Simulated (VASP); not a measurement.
# As in VASP: notebook

As is run at these levels: LDA; tasks: single point.

Program: VASP 6.6.1. These are calculated values, not measurements. Logs are shortened: lines on timing, memory, paths and dates and some standing lists are left out, and cuts for length are marked.

### Step 1. The cell of the first run

The cell holds a slab with vacuum, 2 atoms: a = 3.407 Å, b = 3.407 Å, c = 28.000 Å, α = 90.00°, β = 90.00°, γ = 120.00°.

### Step 2. Single point, LDA

INCAR reads:

```
PREC = Accurate
ENCUT = 400
EDIFF = 1E-6
ISMEAR = 0
SIGMA = 0.02
LREAL = F
LASPH = T
NELM = 120
ALGO = Normal
ISIF = 2
LWAVE = F
LCHARG = T
LDIPOL = T
IDIPOL = 3
DIPOL = 0.5 0.5 0.500
GGA = CA
LELF = T
LVHAR = T
LVACPOTAV = T
NBANDS = 22
GGA_COMPAT = F
NELMDL = -8
```

KPOINTS reads:

```
Automatic mesh
0
Gamma
  9 9 1
```

POSCAR reads:

```
As
1.0
    3.4070000000      0.0000000000      0.0000000000
   -1.7035000000      2.9505485507      0.0000000000
    0.0000000000      0.0000000000     28.0000000000
As
2
Direct
    0.3333333333      0.6666666667      0.5211428571
    0.6666666667      0.3333333333      0.4788571429
```

Potentials or basis: VASP PAW LDA potentials, release 64 (As_d).

The run is started by

```
$ cat potpaw_LDA.64/As_d/POTCAR > POTCAR
$ mpirun -np 1 vasp_std > vasp.out
```

OUTCAR:

```text
PREC = Accurate
   ENCUT = 400
   EDIFF = 1E-6
   ISMEAR = 0
   LREAL = F
   LASPH = T
   NELM = 120
   ISIF = 2
   GGA = CA
   NELMDL = -8

 ion  position               nearest neighbor table
   1  0.333  0.667  0.521-   2 2.30   2 2.30   2 2.30
   2  0.667  0.333  0.479-   1 2.30   1 2.30   1 2.30

  LATTYP: Found a hexagonal cell.
 ALAT       =     3.4070000000
 C/A-ratio  =     8.2183739360

  Lattice vectors:

 A1 = (   3.4070000000,   0.0000000000,   0.0000000000)
 A2 = (  -1.7035000000,   2.9505485507,   0.0000000000)
 A3 = (   0.0000000000,   0.0000000000,  28.0000000000)

Analysis of symmetry for initial positions (statically):
=====================================================================
 Subroutine PRICEL returns:
 Original cell was already a primitive cell.

 Routine SETGRP: Setting up the symmetry group for a
 hexagonal supercell.

 Subroutine GETGRP returns: Found 12 space group operations
 (whereof 12 operations were pure point group operations)
 out of a pool of 24 trial point group operations.

The static configuration has the point symmetry D_3d.

Analysis of symmetry for dynamics (positions and initial velocities):
=====================================================================
 Subroutine PRICEL returns:
 Original cell was already a primitive cell.

 Routine SETGRP: Setting up the symmetry group for a
 hexagonal supercell.

 Subroutine GETGRP returns: Found 12 space group operations
 (whereof 12 operations were pure point group operations)
 out of a pool of 24 trial point group operations.

The dynamic configuration has the point symmetry D_3d.

 Subroutine INISYM returns: Found 12 space group operations
 (whereof 12 operations are pure point group operations),
 and found     1 'primitive' translations

----------------------------------------------------------------------------------------

                                     Primitive cell

  volume of cell :     281.4705

  direct lattice vectors                    reciprocal lattice vectors
     3.407000000  0.000000000  0.000000000     0.293513355  0.169460014  0.000000000
    -1.703500000  2.950548551  0.000000000     0.000000000  0.338920029  0.000000000
     0.000000000  0.000000000 28.000000000     0.000000000  0.000000000  0.035714286

  length of vectors
     3.407000000  3.407000000 28.000000000     0.338920029  0.338920029  0.035714286

  position of ions in fractional coordinates (direct lattice)
     0.333333333  0.666666667  0.521142857
     0.666666667  0.333333333  0.478857143

  ion indices of the primitive-cell ions
   primitive index   ion index
                 1           1
                 2           2

----------------------------------------------------------------------------------------

 KPOINTS: Automatic mesh

Automatic generation of k-mesh.
 Grid dimensions read from file:
 generate k-points for:    9    9    1

 Generating k-lattice:

  Cartesian coordinates                     Fractional coordinates (reciprocal lattice)
     0.032612595  0.018828890  0.000000000     0.111111111 -0.000000000  0.000000000
     0.000000000  0.037657781  0.000000000     0.000000000  0.111111111  0.000000000
     0.000000000  0.000000000  0.035714286     0.000000000  0.000000000  1.000000000

  Length of vectors
     0.037657781  0.037657781  0.035714286

  Shift w.r.t. Gamma in fractional coordinates (k-lattice)
     0.000000000  0.000000000  0.000000000

 Subroutine IBZKPT returns following result:
 ===========================================

 Found     12 irreducible k-points:

 Following reciprocal coordinates:
            Coordinates               Weight
  0.000000  0.000000  0.000000      1.000000
  0.111111 -0.000000  0.000000      6.000000
  0.222222  0.000000  0.000000      6.000000
  0.333333 -0.000000  0.000000      6.000000
  0.444444  0.000000  0.000000      6.000000
  0.111111  0.111111  0.000000      6.000000
  0.222222  0.111111  0.000000     12.000000
  0.333333  0.111111  0.000000     12.000000
  0.444444  0.111111  0.000000      6.000000
  0.222222  0.222222  0.000000      6.000000
  0.333333  0.222222  0.000000     12.000000
  0.333333  0.333333  0.000000      2.000000
   k-points           NKPTS =     12   k-points in BZ     NKDIM =     12   number of bands    NBANDS=     22
   number of dos      NEDOS =    301   number of ions     NIONS =      2
   total plane-waves  NPLWV = 110592
   dimension x,y,z NGX =    24 NGY =   24 NGZ =  192
   dimension x,y,z NGXF=    48 NGYF=   48 NGZF=  384
   ions per type =               2
   NGX,Y,Z   is equivalent  to a cutoff of  11.71, 11.71, 11.40 a.u.
   NGXF,Y,Z  is equivalent  to a cutoff of  23.42, 23.42, 22.80 a.u.
 SYSTEM =  unknown system
   PREC   = accura    normal or accurate (medium, high low for compatibility)
   ISTART =      0    job   : 0-new  1-cont  2-samecut
   ICHARG =      2    charge: 1-file 2-atom 10-const
   ISPIN  =      1    spin polarized calculation?
   LNONCOLLINEAR =      F non collinear calculations
   LSORBIT =      F    spin-orbit coupling
   LASPH  =      T    aspherical Exc in radial PAW
   ENCUT  =  400.0 eV  29.40 Ry    5.42 a.u.   5.56  5.56 45.66*2*pi/ulx,y,z
   NELM   =    120;   NELMIN=  2; NELMDL= -8     # of ELM steps
   EDIFF  = 0.1E-05   stopping-criterion for ELM
   LREAL  =      F    real-space projection
[... 7 lines left out ...]
   TEBEG  =    0.0;   TEEND  =   0.0 temperature during run
   PSTRESS=    0.0 pullay stress
   NELECT =      30.0000    total number of electrons
   NUPDOWN=      -1.0000    fix difference up-down
   EMIN   =  10.00;   EMAX   =-10.00  energy-range for DOS
   EFERMI =   0.00;   METHOD = LEGACY
   ISMEAR =     0;   SIGMA  =   0.02  broadening in eV -4-tet -1-fermi 0-gaus
   EFERMI_NEDOS =   21; number of points for ismear=-14 and -15
   IALGO  =     38    algorithm
   IMIX   =      4    mixing-type and parameters
     AMIX     =   0.40;   BMIX     =  1.00
     AMIX_MAG =   1.60;   BMIX_MAG =  1.00
  volume/ion in A,a.u.               =     140.74       949.73
  Fermi-wavevector in a.u.,A,eV,Ry     =   0.776195  1.466796  8.197224  0.602479
  Thomas-Fermi vector in A             =   1.878622
   LORBIT       =      0    0 simple, 1 ext, 2 COOP (PROOUT), +10 PAW based schemes
   GGA     = CA    functional components
   LHFCALC =     F    Hartree Fock is set to
   AEXX    =    0.0000 exact exchange contribution
   IVDW    =     0    specifies the selected vdW correction
   LEPSILON=     F    determine dielectric tensor
   LRPA    =     F    only Hartree local field effects (RPA)
 non-spin polarized calculation
 Gauss-broadening in eV      SIGMA  =   0.02
  energy-cutoff  :      400.00
  volume of cell :      281.47
 maximum number of plane-waves:      5191
 NGX is ok and might be reduce to    24
   NGX = 11   NGY = 11   NGZ = 91

 number of electron      30.0000036 magnetization

 dipolmoment           0.000000      0.000000      0.000000 electrons x Angstroem

 Free energy of the ion-electron system (eV)
  ---------------------------------------------------
  ext. energy  EPLUGINS =         0.00000000
  ---------------------------------------------------
  free energy    TOTEN  =        -9.98643776 eV

  energy without entropy =       -9.98643776  energy(sigma->0) =       -9.98643776

 E-fermi :  -4.4780     XC(G=0):  -2.1139

 val. band max:       -4.6088399730   @ k =   0.2222   0.0000   0.0000
 cond. band min:      -3.0753197190   @ k =   0.3333  -0.0000   0.0000
 fundamental gap:      1.5335202541
 Fermi energy:        -4.4780296219

 k-point     1 :       0.0000    0.0000    0.0000
  band No.  band energies     occupation
      1     -40.0847      2.00000
      2     -40.0847      2.00000
      3     -39.9946      2.00000
      4     -39.9946      2.00000
      5     -39.9088      2.00000
      6     -39.8327      2.00000
[... 14 lines left out ...]
     21       1.4357      0.00000
     22       1.6005      0.00000

 k-point     2 :       0.1111   -0.0000    0.0000
  band No.  band energies     occupation
      1     -40.0841      2.00000
      2     -40.0776      2.00000
      3     -39.9925      2.00000
      4     -39.9883      2.00000
      5     -39.9078      2.00000
      6     -39.8366      2.00000
[... 14 lines left out ...]
     21       1.6351      0.00000
     22       1.8142      0.00000

 k-point     3 :       0.2222    0.0000    0.0000
  band No.  band energies     occupation
      1     -40.0825      2.00000
      2     -40.0579      2.00000
      3     -39.9865      2.00000
      4     -39.9709      2.00000
      5     -39.9040      2.00000
      6     -39.8482      2.00000
[... 14 lines left out ...]
     21       2.2843      0.00000
     22       2.4427      0.00000

 k-point     4 :       0.3333   -0.0000    0.0000
  band No.  band energies     occupation
      1     -40.0801      2.00000
      2     -40.0327      2.00000
      3     -39.9751      2.00000
      4     -39.9465      2.00000
      5     -39.8972      2.00000
      6     -39.8665      2.00000
[... 14 lines left out ...]
     21       3.2488      0.00000
     22       3.5046      0.00000

 k-point     5 :       0.4444    0.0000    0.0000
  band No.  band energies     occupation
      1     -40.0783      2.00000
      2     -40.0164      2.00000
      3     -39.9541      2.00000
      4     -39.9199      2.00000
      5     -39.8949      2.00000
      6     -39.8893      2.00000
[... 117 lines left out ...]
 k-point    10 :       0.2222    0.2222    0.0000
  band No.  band energies     occupation
      1     -40.0822      2.00000
      2     -40.0087      2.00000
      3     -39.9681      2.00000
      4     -39.9452      2.00000
      5     -39.8891      2.00000
      6     -39.8823      2.00000
[... 14 lines left out ...]
     21       3.7540      0.00000
     22       4.0737      0.00000

 k-point    11 :       0.3333    0.2222    0.0000
  band No.  band energies     occupation
      1     -40.0819      2.00000
      2     -39.9840      2.00000
      3     -39.9495      2.00000
      4     -39.9301      2.00000
      5     -39.9099      2.00000
      6     -39.8945      2.00000
[... 14 lines left out ...]
     21       4.6103      0.00000
     22       4.9384      0.00000

 k-point    12 :       0.3333    0.3333    0.0000
  band No.  band energies     occupation
      1     -40.0825      2.00000
      2     -39.9520      2.00000
      3     -39.9520      2.00000
      4     -39.9332      2.00000
      5     -39.9157      2.00000
      6     -39.9157      2.00000
[... 14 lines left out ...]
     21       4.7127      0.00000
     22       5.3754      0.00000

------------------------ aborting loop because EDIFF is reached ----------------------------------------

  FORCE on cell =-STRESS in cart. coord.  units (eV):
  Direction    XX          YY          ZZ          XY          YZ          ZX
  --------------------------------------------------------------------------------------
  -------------------------------------------------------------------------------------
  Total        4.0631164      4.0631164      4.4383302      0.0000000     -0.0000000      0.0000000
  in kB       23.1279382     23.1279382     25.2637177      0.0000000     -0.0000000      0.0000000
  external PRESSURE =      23.8398647 kB  Pullay stress =       0.0000000 kB

 VOLUME and BASIS-vectors are now :
 -----------------------------------------------------------------------------
  energy-cutoff  :      400.00
  volume of cell :      281.47
      direct lattice vectors                 reciprocal lattice vectors
     3.407000000  0.000000000  0.000000000     0.293513355  0.169460014  0.000000000
    -1.703500000  2.950548551  0.000000000     0.000000000  0.338920029  0.000000000
     0.000000000  0.000000000 28.000000000     0.000000000  0.000000000  0.035714286

 POSITION                                       TOTAL-FORCE (eV/Angst)
 -----------------------------------------------------------------------------------
     -0.00000      1.96703     14.59200         0.000000      0.000000      3.813814
      1.70350      0.98352     13.40800        -0.000000     -0.000000     -3.813814
 -----------------------------------------------------------------------------------
    total drift:                                0.000000      0.000000      0.000000

  FREE ENERGIE OF THE ION-ELECTRON SYSTEM (eV)
  ---------------------------------------------------
  free  energy   TOTEN  =        -9.9864377587 eV

  energy  without entropy=       -9.9864377587  energy(sigma->0) =       -9.98643776

 vacuum level on the upper side and lower side of the slab         1.323         1.323
```

Run time: 55 s. Hardware: 1 thread of Intel Xeon Platinum 8488C (Sapphire Rapids), shared host; peak memory 0.25 GiB.

Results:

```
Free energy            : -9.9864 eV
Largest force          : 3.814 eV/Å
Band gap on the k mesh : 1.53 eV (least direct gap 1.91 eV)
```

Forces on the atoms (eV/Å):
```
As   0.000  0.000  3.814
As   0.000  0.000 -3.814
```

### Step 3. Single point, LDA

INCAR is that of step 2.

KPOINTS is that of step 2.

POSCAR reads:

```
As
1.0
    3.4070000000      0.0000000000      0.0000000000
   -1.7035000000      2.9505485507      0.0000000000
    0.0000000000      0.0000000000     28.0000000000
As
2
Direct
    0.3333333333      0.6666666667      0.5317142857
    0.6666666667      0.3333333333      0.4682857143
```

Potentials or basis: VASP PAW LDA potentials, release 64 (As_d).

The run is started by

```
$ cat potpaw_LDA.64/As_d/POTCAR > POTCAR
$ mpirun -np 1 vasp_std > vasp.out
```

Wall time 86 s (1 thread of AMD EPYC 7R13 (Zen 3), shared host); peak memory 0.22 GiB.

It converged, with:

| Item | Value |
| --- | --- |
| Free energy | -9.7556 eV |
| Largest force | 2.836 eV/Å |
| Band gap on the k mesh | zero (bands 15 and 16 overlap by 1.11 eV) |

Forces on the atoms (eV/Å):
```
As   0.000  0.000 -2.836
As   0.000  0.000  2.836
```

Levels at points of the mesh, in eV from the Fermi level:
| k point | band 12 | band 13 | band 14 | band 15 | band 16 | band 17 | band 18 | band 19 |
| --- | --- | --- | --- | --- | --- | --- | --- | --- |
| (0.00, 0.00, 0.00) | -9.60 | -2.99 | 0.71 | 0.71 | 1.66 | 3.09 | 3.09 | 3.85 |

The gap in the log of VASP goes by the Fermi energy; the results here count the filled bands.